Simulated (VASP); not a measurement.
## PtS2: single point with r2SCAN

Crystal: PtS2.

```
Pt S
1.0
     3.54783    0.00000    0.00000
    -1.77392    3.07252    0.00000
     0.00000    0.00000    5.59569
Pt S
1 2
Direct
  0.00000 0.00000 0.00000
  0.34147 0.68294 0.22042
  0.66667 0.33333 0.77958
```

This cell differs from its parent crystal: atom 2 (S) moved 0.05 Å along y.

- Program: VASP 6.6.1
- Task: single point
- Functional: r2SCAN
- Potentials or basis: VASP PAW PBE potentials, release 64 (Pt, S)
- Cutoff: 550 eV
- k mesh: 8 × 8 × 4
- Occupations: gaussian, width 0.05 eV
- Spin: no spin polarisation

```
Pressure               : 0.1 GPa
Largest force          : 0.464 eV/Å
Band gap on the k mesh : 1.27 eV (least direct gap 1.32 eV)
```

Forces in eV/Å, atoms in the order of the input:
```
Pt   0.000  0.415 -0.023
S    0.000 -0.463  0.021
S    0.000  0.048  0.002
```

Stress tensor (GPa, compression positive):
```
 0.89  0.00  0.00
 0.00 -0.73 -1.59
 0.00 -1.59  0.07
```

Levels at points of the mesh, in eV from the valence-band top:
```csv
k point,band 8,band 9,band 10,band 11,band 12,band 13,band 14,band 15
"(0.00, 0.00, 0.00)",-1.59,-0.70,-0.59,-0.13,2.83,2.98,6.01,6.16
"(0.50, 0.00, 0.00)",-2.67,-2.59,-2.44,-2.08,2.40,2.94,5.89,7.17
"(0.00, 0.50, 0.00)",-2.60,-2.57,-2.34,-2.09,2.26,3.06,5.98,7.21
"(0.00, 0.00, 0.50)",-1.92,-0.90,-0.78,-0.69,3.06,3.19,6.31,7.78
"(0.50, 0.00, 0.50)",-2.76,-2.46,-2.27,-1.42,2.54,2.82,5.62,6.48
"(0.00, 0.50, 0.50)",-2.69,-2.41,-2.29,-1.32,2.66,2.77,5.52,6.40
```

Run time: 2.4 min on 1 thread of Intel(R) Xeon(R) 6975P-C (Granite Rapids), on a shared host, peak memory 0.25 GiB.

Caveat: the cell differs from its parent crystal (atom 2 (S) moved 0.05 Å along y); the PAW data sets were made with another functional, which shifts forces and pressure a little; spin-orbit coupling is left out, which moves the levels of the heavy elements. A k mesh can miss the band edges.
